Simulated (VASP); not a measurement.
Wanted: the native input for a VASP 6.6.1 run.

```
Task                   : single point
Functional             : revPBE
Potentials or basis    : VASP PAW PBE potentials, release 64 (W_sv, S)
Cutoff                 : 520 eV
k mesh                 : 7 × 7 × 1
Occupations            : fermi-dirac, width 0.05 eV
Spin                   : no spin polarisation
Dipole correction      : no
Further INCAR settings : ALGO = Normal; EDIFF = 1e-06; NBANDS = 64
```

The structure of WS2 lies in POSCAR:

```
WS2
1.0
    3.1831225544      0.0000000000      0.0000000000
   -1.5915612772      2.7566649955      0.0000000000
    0.0000000000      0.0000000000     35.1805582101
W S
4 8
Direct
    0.3333333333      0.6666666667      0.5923166100
    0.3333333333      0.6666666667      0.2234000000
    0.6666666667      0.3333333333      0.7766000000
    0.6666666667      0.3333333333      0.4076833900
    0.3333333333      0.6666666667      0.8211496400
    0.3333333333      0.6666666667      0.4520236900
    0.6666666667      0.3333333333      0.6366210700
    0.6666666667      0.3333333333      0.2677418400
    0.3333333333      0.6666666667      0.7322581600
    0.3333333333      0.6666666667      0.3633789300
    0.6666666667      0.3333333333      0.5479763100
    0.6666666667      0.3333333333      0.1788503600
```

One way to write it, as run:

INCAR

```
PREC = Accurate
ENCUT = 520
EDIFF = 1E-6
ISMEAR = -1
SIGMA = 0.05
LREAL = False
LASPH = True
NELM = 100
ALGO = Normal
ISIF = 2
LWAVE = False
LCHARG = True
GGA = RE
LELF = True
LVHAR = True
NBANDS = 64
```

KPOINTS

```
regular mesh
0
Gamma
  7 7 1
```

Potentials or basis: VASP PAW PBE potentials, release 64 (W_sv, S).

The run is started by

```console
$ cat potpaw_PBE.64/W_sv/POTCAR potpaw_PBE.64/S/POTCAR > POTCAR
$ mpirun -np 1 vasp_std > vasp.out
```

Results of the run:

```yaml
Largest_force: 0.293 eV/Å
Band_gap_on_the_k_mesh: 1.46 eV, indirect (least direct gap 2.38 eV)
```

Caveat: the PAW data sets were made with another functional, which shifts forces and pressure a little; spin-orbit coupling is left out, which moves the levels of the heavy elements.

Run time: 6.7 min on 1 thread of AMD EPYC 7R13 (shared host), peak memory 0.43 GiB.
